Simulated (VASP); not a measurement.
# Hf (Fm-3m) in VASP: notebook

Runs on Hf. Level: LDA. Tasks: single point.

Program: VASP 6.6.1. These are calculated values, not measurements. Logs are shortened: lines on timing, memory, paths and dates and some standing lists are left out, and cuts for length are marked.

## 1. The cell of the first run

It takes space group Fm-3m (No. 225, cubic). The conventional cell has a = 4.469 Å, b = 4.469 Å, c = 4.469 Å, α = 90.00°, β = 90.00°, γ = 90.00°. Within 4.2 Å of Hf (site symmetry m-3m) lie 12 Hf at 3.16 Å.

## 2. Single point, LDA (volume scaled by 1.02)

INCAR reads:

```
SYSTEM = Hf
  PREC = Accurate
  ENCUT = 520
  EDIFF = 1E-6
  ISMEAR = -1
  SIGMA = 0.03
  LREAL = .False.
  LASPH = .True.
  NELM = 60
  ALGO = Normal
  ISIF = 2
  LWAVE = .False.
  LCHARG = .True.
  LELF = .True.
  LVHAR = .True.
  NBANDS = 11
```

KPOINTS reads:

```
Automatic mesh
0
Gamma
  13 13 13
  0 0 0
```

POSCAR reads:

```
Hf
1.0
    0.0000000000      2.2347024152      2.2347024152
    2.2347024152      0.0000000000      2.2347024152
    2.2347024152      2.2347024152      0.0000000000
Hf
1
Direct
    0.0000000000      0.0000000000      0.0000000000
```

Potentials or basis: VASP PAW LDA potentials, release 64 (Hf_pv).

Run with:

```
$ cat potpaw_LDA.64/Hf_pv/POTCAR > POTCAR
$ mpirun -np 1 vasp_std > vasp.out
```

OUTCAR:

```text
SYSTEM = Hf
   PREC = Accurate
   ENCUT = 520
   EDIFF = 1E-6
   ISMEAR = -1
   LREAL = .False.
   LASPH = .True.
   NELM = 60
   ISIF = 2

 ion  position               nearest neighbor table
   1  0.000  0.000  0.000-

  LATTYP: Found a face centered cubic cell.
 ALAT       =     4.4694048304

  Lattice vectors:

 A1 = (   0.0000000000,   2.2347024152,   2.2347024152)
 A2 = (   2.2347024152,   0.0000000000,   2.2347024152)
 A3 = (   2.2347024152,   2.2347024152,   0.0000000000)

Analysis of symmetry for initial positions (statically):
=====================================================================
 Subroutine PRICEL returns:
 Original cell was already a primitive cell.

 Routine SETGRP: Setting up the symmetry group for a
 face centered cubic supercell.

 Subroutine GETGRP returns: Found 48 space group operations
 (whereof 48 operations were pure point group operations)
 out of a pool of 48 trial point group operations.

The static configuration has the point symmetry O_h .

Analysis of symmetry for dynamics (positions and initial velocities):
=====================================================================
 Subroutine PRICEL returns:
 Original cell was already a primitive cell.

 Routine SETGRP: Setting up the symmetry group for a
 face centered cubic supercell.

 Subroutine GETGRP returns: Found 48 space group operations
 (whereof 48 operations were pure point group operations)
 out of a pool of 48 trial point group operations.

The dynamic configuration has the point symmetry O_h .

 Subroutine INISYM returns: Found 48 space group operations
 (whereof 48 operations are pure point group operations),
 and found     1 'primitive' translations

----------------------------------------------------------------------------------------

                                     Primitive cell

  volume of cell :      22.3197

  direct lattice vectors                    reciprocal lattice vectors
     0.000000000  2.234702415  2.234702415    -0.223743437  0.223743437  0.223743437
     2.234702415  0.000000000  2.234702415     0.223743437 -0.223743437  0.223743437
     2.234702415  2.234702415  0.000000000     0.223743437  0.223743437 -0.223743437

  length of vectors
     3.160346463  3.160346463  3.160346463     0.387535001  0.387535001  0.387535001

  position of ions in fractional coordinates (direct lattice)
     0.000000000  0.000000000  0.000000000

  ion indices of the primitive-cell ions
   primitive index   ion index
                 1           1

----------------------------------------------------------------------------------------

 KPOINTS: Automatic mesh

Automatic generation of k-mesh.
 Grid dimensions read from file:
 generate k-points for:   13   13   13

 Generating k-lattice:

  Cartesian coordinates                     Fractional coordinates (reciprocal lattice)
    -0.017211034  0.017211034  0.017211034     0.076923077  0.000000000  0.000000000
     0.017211034 -0.017211034  0.017211034     0.000000000  0.076923077  0.000000000
     0.017211034  0.017211034 -0.017211034     0.000000000  0.000000000  0.076923077

  Length of vectors
     0.029810385  0.029810385  0.029810385

  Shift w.r.t. Gamma in fractional coordinates (k-lattice)
     0.000000000  0.000000000  0.000000000

 Subroutine IBZKPT returns following result:
 ===========================================

 Found     84 irreducible k-points:

 Following reciprocal coordinates:
            Coordinates               Weight
  0.000000  0.000000  0.000000      1.000000
  0.076923  0.000000  0.000000      8.000000
  0.153846  0.000000  0.000000      8.000000
  0.230769  0.000000  0.000000      8.000000
  0.307692  0.000000  0.000000      8.000000
  0.384615  0.000000  0.000000      8.000000
[... 16 lines left out ...]
  0.384615  0.153846  0.000000     24.000000
  0.461538  0.153846  0.000000     24.000000
 [... further k-points ...]
   k-points           NKPTS =     84   k-points in BZ     NKDIM =     84   number of bands    NBANDS=     11
   number of dos      NEDOS =    301   number of ions     NIONS =      1
   total plane-waves  NPLWV =  13824
   dimension x,y,z NGX =    24 NGY =   24 NGZ =   24
   dimension x,y,z NGXF=    48 NGYF=   48 NGZF=   48
   ions per type =               1
   NGX,Y,Z   is equivalent  to a cutoff of  12.62, 12.62, 12.62 a.u.
   NGXF,Y,Z  is equivalent  to a cutoff of  25.25, 25.25, 25.25 a.u.
 SYSTEM =  Hf
   PREC   = accura    normal or accurate (medium, high low for compatibility)
   ISTART =      0    job   : 0-new  1-cont  2-samecut
   ICHARG =      2    charge: 1-file 2-atom 10-const
   ISPIN  =      1    spin polarized calculation?
   LNONCOLLINEAR =      F non collinear calculations
   LSORBIT =      F    spin-orbit coupling
   LASPH  =      T    aspherical Exc in radial PAW
   ENCUT  =  520.0 eV  38.22 Ry    6.18 a.u.   5.88  5.88  5.88*2*pi/ulx,y,z
   NELM   =     60;   NELMIN=  2; NELMDL= -5     # of ELM steps
   EDIFF  = 0.1E-05   stopping-criterion for ELM
   LREAL  =      F    real-space projection
   EDIFFG = 0.1E-04   stopping-criterion for IOM
   NSW    =      0    number of steps for IOM
   IBRION =     -1    ionic relax: 0-MD 1-quasi-New 2-CG
   NFREE  =      0    steps in history (QN), initial steepest desc. (CG)
   ISIF   =      2    stress and relaxation
   ISYM   =      2    0-nonsym 1-usesym 2-fastsym
   POTIM  = 0.5000    time-step for ionic-motion
   TEBEG  =    0.0;   TEEND  =   0.0 temperature during run
   PSTRESS=    0.0 pullay stress
   NELECT =      10.0000    total number of electrons
   NUPDOWN=      -1.0000    fix difference up-down
   EMIN   =  10.00;   EMAX   =-10.00  energy-range for DOS
   EFERMI =   0.00;   METHOD = LEGACY
   ISMEAR =    -1;   SIGMA  =   0.03  broadening in eV -4-tet -1-fermi 0-gaus
   EFERMI_NEDOS =   21; number of points for ismear=-14 and -15
   IALGO  =     38    algorithm
   IMIX   =      4    mixing-type and parameters
     AMIX     =   0.40;   BMIX     =  1.00
     AMIX_MAG =   1.60;   BMIX_MAG =  1.00
  volume/ion in A,a.u.               =      22.32       150.62
  Fermi-wavevector in a.u.,A,eV,Ry     =   1.252694  2.367249 21.350851  1.569243
  Thomas-Fermi vector in A             =   2.386583
   LORBIT       =      0    0 simple, 1 ext, 2 COOP (PROOUT), +10 PAW based schemes
   GGA     = CA    functional components
   LHFCALC =     F    Hartree Fock is set to
   AEXX    =    0.0000 exact exchange contribution
   IVDW    =     0    specifies the selected vdW correction
   LEPSILON=     F    determine dielectric tensor
   LRPA    =     F    only Hartree local field effects (RPA)
 non-spin polarized calculation
  energy-cutoff  :      520.00
  volume of cell :       22.32
 maximum number of plane-waves:       610
   NGX = 11   NGY = 11   NGZ = 11

 number of electron      10.0000000 magnetization

 number of electron       9.9999999 magnetization

 Free energy of the ion-electron system (eV)
  ---------------------------------------------------
  ext. energy  EPLUGINS =         0.00000000
  ---------------------------------------------------
  free energy    TOTEN  =       -10.59443691 eV

  energy without entropy =      -10.58948832  energy(sigma->0) =      -10.59196262

 E-fermi :   4.6184     XC(G=0): -11.4833

 val. band max:        4.6158857378   @ k =  -0.1538   0.1538   0.0000
 cond. band min:       4.6191884523   @ k =  -0.3077   0.3077   0.0000
 fundamental gap:      0.0033027145
 Fermi energy:         4.6183525988

 k-point     1 :       0.0000    0.0000    0.0000
  band No.  band energies     occupation
      1     -25.2264      2.00000
      2     -25.2264      2.00000
      3     -25.2264      2.00000
      4      -2.5238      2.00000
      5       5.9569      0.00000
      6       5.9569      0.00000
      7       5.9569      0.00000
      8       8.7119      0.00000
      9       8.7119      0.00000
     10      16.0632      0.00000
     11      16.7436      0.00000

 k-point     2 :       0.0769    0.0000    0.0000
  band No.  band energies     occupation
      1     -25.2774      2.00000
      2     -25.2328      2.00000
      3     -25.2328      2.00000
      4      -2.3157      2.00000
      5       5.7545      0.00000
      6       6.0555      0.00000
      7       6.0555      0.00000
      8       8.6074      0.00000
      9       8.6074      0.00000
     10      16.5179      0.00000
     11      16.7433      0.00000

 k-point     3 :       0.1538    0.0000    0.0000
  band No.  band energies     occupation
      1     -25.4168      2.00000
      2     -25.2507      2.00000
      3     -25.2507      2.00000
      4      -1.7262      2.00000
      5       5.2854      0.00000
      6       6.2685      0.00000
      7       6.2685      0.00000
      8       8.4437      0.00000
      9       8.4437      0.00000
     10      16.7408      0.00000
     11      17.3222      0.00000

 k-point     4 :       0.2308    0.0000    0.0000
  band No.  band energies     occupation
      1     -25.6079      2.00000
      2     -25.2758      2.00000
      3     -25.2758      2.00000
      4      -0.8688      2.00000
      5       4.8226      0.00220
      6       6.3378      0.00000
      7       6.3378      0.00000
      8       8.6010      0.00000
      9       8.6010      0.00000
     10      16.3496      0.00000
     11      16.7522      0.00000

 k-point     5 :       0.3077    0.0000    0.0000
  band No.  band energies     occupation
      1     -25.8044      2.00000
      2     -25.3022      2.00000
      3     -25.3022      2.00000
      4       0.0361      2.00000
      5       4.6281      0.83907
      6       6.1477      0.00000
      7       6.1477      0.00000
      8       9.2522      0.00000
      9       9.2522      0.00000
     10      15.3345      0.00000
     11      16.7452      0.00000
[... 211 lines left out ...]
 k-point    21 :       0.2308    0.1538    0.0000
  band No.  band energies     occupation
      1     -25.5350      2.00000
      2     -25.3242      2.00000
      3     -25.3180      2.00000
      4      -0.8058      2.00000
      5       4.4739      1.98392
      6       6.4448      0.00000
      7       6.8996      0.00000
      8       7.3788      0.00000
      9       9.3210      0.00000
     10      16.7410      0.00000
     11      18.5068      0.00000

 k-point    22 :       0.3077    0.1538    0.0000
  band No.  band energies     occupation
      1     -25.6966      2.00000
      2     -25.3537      2.00000
      3     -25.3498      2.00000
      4       0.0597      2.00000
      5       4.1539      2.00000
      6       5.8197      0.00000
      7       6.9542      0.00000
      8       8.2260      0.00000
      9       9.7952      0.00000
     10      16.7299      0.00000
     11      17.2737      0.00000

 k-point    23 :       0.3846    0.1538    0.0000
  band No.  band energies     occupation
      1     -25.8488      2.00000
      2     -25.3902      2.00000
      3     -25.3743      2.00000
      4       0.9200      2.00000
      5       4.0746      2.00000
      6       5.3546      0.00000
      7       6.7693      0.00000
      8       9.3513      0.00000
      9      10.4804      0.00000
     10      15.7599      0.00000
     11      16.7560      0.00000

 k-point    24 :       0.4615    0.1538    0.0000
  band No.  band energies     occupation
      1     -25.9576      2.00000
      2     -25.4310      2.00000
      3     -25.3815      2.00000
      4       1.4936      2.00000
      5       4.2090      2.00000
      6       5.2546      0.00000
      7       6.5326      0.00000
      8      10.5845      0.00000
      9      10.9402      0.00000
     10      14.1409      0.00000
     11      16.7510      0.00000

 [... further k-points ...]

------------------------ aborting loop because EDIFF is reached ----------------------------------------

  FORCE on cell =-STRESS in cart. coord.  units (eV):
  Direction    XX          YY          ZZ          XY          YZ          ZX
  --------------------------------------------------------------------------------------
  -------------------------------------------------------------------------------------
  Total       -1.0286889     -1.0286889     -1.0286889      0.0000000     -0.0000000      0.0000000
  in kB      -73.8423553    -73.8423553    -73.8423553      0.0000000     -0.0000000      0.0000000
  external PRESSURE =     -73.8423553 kB  Pullay stress =       0.0000000 kB

 VOLUME and BASIS-vectors are now :
 -----------------------------------------------------------------------------
  energy-cutoff  :      520.00
  volume of cell :       22.32
      direct lattice vectors                 reciprocal lattice vectors
     0.000000000  2.234702415  2.234702415    -0.223743437  0.223743437  0.223743437
     2.234702415  0.000000000  2.234702415     0.223743437 -0.223743437  0.223743437
     2.234702415  2.234702415  0.000000000     0.223743437  0.223743437 -0.223743437

 POSITION                                       TOTAL-FORCE (eV/Angst)
 -----------------------------------------------------------------------------------
      0.00000      0.00000      0.00000         0.000000      0.000000      0.000000
 -----------------------------------------------------------------------------------
    total drift:                                0.000000      0.000000     -0.000000

  FREE ENERGIE OF THE ION-ELECTRON SYSTEM (eV)
  ---------------------------------------------------
  free  energy   TOTEN  =       -10.5944369148 eV

  energy  without entropy=      -10.5894883236  energy(sigma->0) =      -10.59196262
```

Wall time 6.5 s (1 thread of Intel Xeon 6975P-C (Granite Rapids), shared host); peak memory 0.13 GiB.

What came out:

```yaml
Free_energy: -10.5944 eV
Pressure: -7.4 GPa
Band_gap_on_the_k_mesh: zero (band 5 reaches 5.96 eV, above the bottom of band 6 at 4.09 eV)
```

Caveat: spin-orbit coupling is left out, which moves the levels of the heavy elements.

## 3. Single point, LDA (volume scaled by 1.06)

INCAR reads:

```
SYSTEM = Hf
PREC = Accurate ; ENCUT = 520
EDIFF = 1E-6 ; ISMEAR = -1
SIGMA = 0.03 ; LREAL = .FALSE.
LASPH = .TRUE. ; NELM = 80
ALGO = Normal ; ISIF = 2
LWAVE = .FALSE. ; LCHARG = .FALSE.
GGA = CA ; NBANDS = 11
```

KPOINTS reads:

```
Automatic mesh
0
G
  13 13 13
  0 0 0
```

POSCAR reads:

```
Hf
1.0
    0.0000000000      2.2635404658      2.2635404658
    2.2635404658      0.0000000000      2.2635404658
    2.2635404658      2.2635404658      0.0000000000
Hf
1
Direct
    0.0000000000      0.0000000000      0.0000000000
```

Potentials or basis: VASP PAW LDA potentials, release 64 (Hf_pv).

Run with:

```
$ cat potpaw_LDA.64/Hf_pv/POTCAR > POTCAR
$ mpirun -np 1 vasp_std > vasp.out
```

OUTCAR:

```text
SYSTEM = Hf
   PREC = Accurate
   ENCUT = 520
   EDIFF = 1E-6
   ISMEAR = -1
   LREAL = .FALSE.
   LASPH = .TRUE.
   NELM = 80
   ISIF = 2
   GGA = CA

 ion  position               nearest neighbor table
   1  0.000  0.000  0.000-

  LATTYP: Found a face centered cubic cell.
 ALAT       =     4.5270809316

  Lattice vectors:

 A1 = (   0.0000000000,   2.2635404658,   2.2635404658)
 A2 = (   2.2635404658,   0.0000000000,   2.2635404658)
 A3 = (   2.2635404658,   2.2635404658,   0.0000000000)

Analysis of symmetry for initial positions (statically):
=====================================================================
 Subroutine PRICEL returns:
 Original cell was already a primitive cell.

 Routine SETGRP: Setting up the symmetry group for a
 face centered cubic supercell.

 Subroutine GETGRP returns: Found 48 space group operations
 (whereof 48 operations were pure point group operations)
 out of a pool of 48 trial point group operations.

The static configuration has the point symmetry O_h .

Analysis of symmetry for dynamics (positions and initial velocities):
=====================================================================
 Subroutine PRICEL returns:
 Original cell was already a primitive cell.
[... 157 lines left out ...]
 fundamental gap:      0.0167258565
 Fermi energy:         4.3476201897

 k-point     1 :       0.0000    0.0000    0.0000
  band No.  band energies     occupation
      1     -25.6322      2.00000
      2     -25.6322      2.00000
      3     -25.6322      2.00000
      4      -2.6612      2.00000
      5       5.6712      0.00000
      6       5.6712      0.00000
      7       5.6712      0.00000
      8       8.2889      0.00000
      9       8.2889      0.00000
     10      15.6712      0.00000
     11      16.3407      0.00000
[... 309 lines left out ...]
 k-point    24 :       0.4615    0.1538    0.0000
  band No.  band energies     occupation
      1     -26.2733      2.00000
      2     -25.8121      2.00000
      3     -25.7691      2.00000
      4       1.2909      2.00000
      5       3.9410      2.00000
      6       4.9839      0.00000
      7       6.2218      0.00000
      8      10.0702      0.00000
      9      10.4006      0.00000
     10      13.4327      0.00000
     11      16.3469      0.00000

 [... further k-points ...]
[... 5 lines left out ...]
  --------------------------------------------------------------------------------------
  -------------------------------------------------------------------------------------
  Total       -1.5433650     -1.5433650     -1.5433650      0.0000000     -0.0000000      0.0000000
  in kB     -106.6066849   -106.6066849   -106.6066849      0.0000000     -0.0000000      0.0000000
  external PRESSURE =    -106.6066849 kB  Pullay stress =       0.0000000 kB

 VOLUME and BASIS-vectors are now :
 -----------------------------------------------------------------------------
  energy-cutoff  :      520.00
  volume of cell :       23.20
      direct lattice vectors                 reciprocal lattice vectors
     0.000000000  2.263540466  2.263540466    -0.220892892  0.220892892  0.220892892
     2.263540466  0.000000000  2.263540466     0.220892892 -0.220892892  0.220892892
     2.263540466  2.263540466  0.000000000     0.220892892  0.220892892 -0.220892892

 POSITION                                       TOTAL-FORCE (eV/Angst)
 -----------------------------------------------------------------------------------
      0.00000      0.00000      0.00000         0.000000      0.000000     -0.000000
 -----------------------------------------------------------------------------------
    total drift:                                0.000000      0.000000     -0.000000

  FREE ENERGIE OF THE ION-ELECTRON SYSTEM (eV)
  ---------------------------------------------------
  free  energy   TOTEN  =       -10.5448759570 eV

  energy  without entropy=      -10.5399009727  energy(sigma->0) =      -10.54238846
```

OSZICAR:

```text
N       E                     dE             d eps       ncg     rms          rms(c)
DAV:   1     0.117146127225E+02    0.11715E+02   -0.56562E+03  1856   0.831E+02
DAV:   2    -0.105124168440E+02   -0.22227E+02   -0.21471E+02  2416   0.151E+02
DAV:   3    -0.109382444918E+02   -0.42583E+00   -0.41947E+00  2371   0.143E+01
DAV:   4    -0.109399838800E+02   -0.17394E-02   -0.17389E-02  2112   0.110E+00
DAV:   5    -0.109399937185E+02   -0.98385E-05   -0.98374E-05  2356   0.735E-02    0.448E+01
DAV:   6    -0.106455246940E+02    0.29447E+00   -0.24195E-01  2109   0.348E+00    0.259E+01
DAV:   7    -0.105479488933E+02    0.97576E-01   -0.32862E-01  2109   0.387E+00    0.171E+00
DAV:   8    -0.105449009528E+02    0.30479E-02   -0.21611E-02  2118   0.969E-01    0.103E+00
DAV:   9    -0.105448756969E+02    0.25256E-04   -0.39158E-04  2198   0.143E-01    0.864E-02
DAV:  10    -0.105448759570E+02   -0.26010E-06   -0.72870E-06  2150   0.212E-02
   1 F= -.10544876E+02 E0= -.10542388E+02  d E =-.497498E-02
```

It took 5.4 s on 1 thread of Intel Xeon 6975P-C (Granite Rapids), shared host; peak memory 0.13 GiB.

What came out:

* Free energy: -10.5449 eV
* Pressure: -10.7 GPa
* Band gap on the k mesh: zero (band 5 reaches 5.67 eV, above the bottom of band 6 at 3.84 eV)

Caveat: spin-orbit coupling is left out, which moves the levels of the heavy elements.
